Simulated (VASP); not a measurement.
## W: single point with PBEsol

W:

```
CELL_PARAMETERS angstrom
-1.66498 1.66498 1.41523
1.66498 -1.66498 1.41523
1.66498 1.66498 -1.41523
ATOMIC_POSITIONS crystal
W 0.00000 0.00000 0.00000
```

This cell differs from its parent crystal: ratio of the length along z to the lengths across it x 0.85, volume and fractional coordinates fixed.

```json
{
  "Program": "VASP 6.6.1",
  "Task": "single point",
  "Functional": "PBEsol",
  "Potentials or basis": "VASP PAW PBE potentials, release 64 (W_sv)",
  "Cutoff": "520 eV",
  "k mesh": "30 × 30 × 30",
  "Occupations": "gaussian, width 0.15 eV",
  "Spin": "no spin polarisation"
}
```

- Pressure: 5.0 GPa
- Band gap on the k mesh: zero (bands 7 and 8 overlap by 6.75 eV)

Stress tensor (GPa, compression positive):
```
-9.67  0.00  0.00
 0.00 -9.67  0.00
 0.00  0.00 34.31
```

Levels at points of the mesh, in eV from the Fermi level:
```tsv
k point	band 3	band 4	band 5	band 6	band 7	band 8	band 9	band 10	band 11	band 12
(0.00, 0.00, 0.00)	-37.63	-37.46	-9.64	-2.50	-0.09	-0.09	0.50	3.58	13.83	13.83
(0.50, 0.00, 0.00)	-38.07	-37.71	-6.25	-4.16	1.39	2.00	5.06	6.08	11.51	11.80
(0.50, 0.50, 0.00)	-37.76	-37.56	-6.33	-1.74	-0.02	0.25	2.27	6.04	10.49	12.38
(0.50, 0.50, 0.50)	-38.66	-38.10	-6.06	-5.67	5.23	5.23	5.84	6.97	6.97	11.57
```

It took 3.1 min on 1 thread of AMD EPYC 9R45 96-Core Processor (Zen 5), with other jobs on the host, peak memory 0.42 GiB.

Caveat: the stress differs along the axes, from -10 to 34 GPa; the PAW data sets were made with another functional, which shifts forces and pressure a little; spin-orbit coupling is left out, which moves the levels of the heavy elements.
